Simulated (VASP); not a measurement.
Here is a VASP 6.6.1 calculation.

File INCAR:

```
ALGO = Normal ; EDIFF = 1E-8
ENCUT = 520 ; GGA = PE
ISIF = 2 ; ISMEAR = -1
LASPH = T ; LCHARG = F
LEFG = T ; LREAL = F
LWAVE = F ; NBANDS = 18
NELM = 100 ; PREC = Accurate
SIGMA = 0.05
```

The input KPOINTS:

```
k-points
0
Gamma
  14 14 8
```

POSCAR

```
Ag
1.0
    2.8730994975      0.0000000000      0.0000000000
   -1.4365497487      2.4881771524      0.0000000000
    0.0000000000      0.0000000000      4.9816000000
Ag
2
Direct
    0.3333333333      0.6666666667      0.2500000000
    0.6666666667      0.3333333333      0.7500000000
```

Potentials or basis: VASP PAW PBE potentials, release 64 (Ag).

Command:

```console
$ cat potpaw_PBE.64/Ag/POTCAR > POTCAR
$ mpirun -np 1 vasp_std > vasp.out
```

Question: Predict the band gap on the k mesh.

Answer: Zero (bands 11 and 12 overlap by 7.19 eV).

Question: What does it give for the pressure?

Answer: 0.8 GPa.

Electric field gradients, principal values (V/Å²):
```tsv
atom	least	middle	greatest (by size)
1 Ag	-4.094	-4.094	8.188
2 Ag	-4.094	-4.094	8.188
```

Caveat: without QUAD_EFG the Cq values of the log hold for a quadrupole moment of 1 mb, not for the nuclei.
